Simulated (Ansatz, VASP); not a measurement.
One calculation of Nb, two programs

```
Nb
1.0
     0.02644    2.11500    2.11500
     2.11500    0.02644    2.11500
     2.14144    2.14144    0.00000
Nb
1
Cartesian
  0.0000 0.0000 0.0000
```

Change from the starting cell: strain +0.0250 x Voigt [0, 0, 0, 0, 0, 1], atoms carried along.

Alike in both runs: task single point; functional PBEsol; k mesh 20 × 20 × 20; occupations gaussian, width 0.15 eV; no spin polarisation.

|  | VASP | Ansatz |
| --- | --- | --- |
| version | VASP 6.6.1 | Ansatz 0.2.0 |
| potentials or method | VASP PAW PBE potentials, release 64 (Nb_sv), cutoff 520 eV | scalar-relativistic, plane waves, PAW |
| valence electrons in the cell | 13 | 13 |

|  | VASP | Ansatz | Ansatz less VASP |
| --- | --- | --- | --- |
| gap on the k mesh at the Fermi level (eV) | none | none | - |
| pressure (GPa) | -7.2 | -6.9 | +0.27 |
| traceless stress, the component that is largest in VASP (GPa) | 1.22 | 1.25 | +0.030 |

VASP's potentials were made for PBE, not for PBEsol. A gap of «none» marks a metal or a gap that the smearing closes.
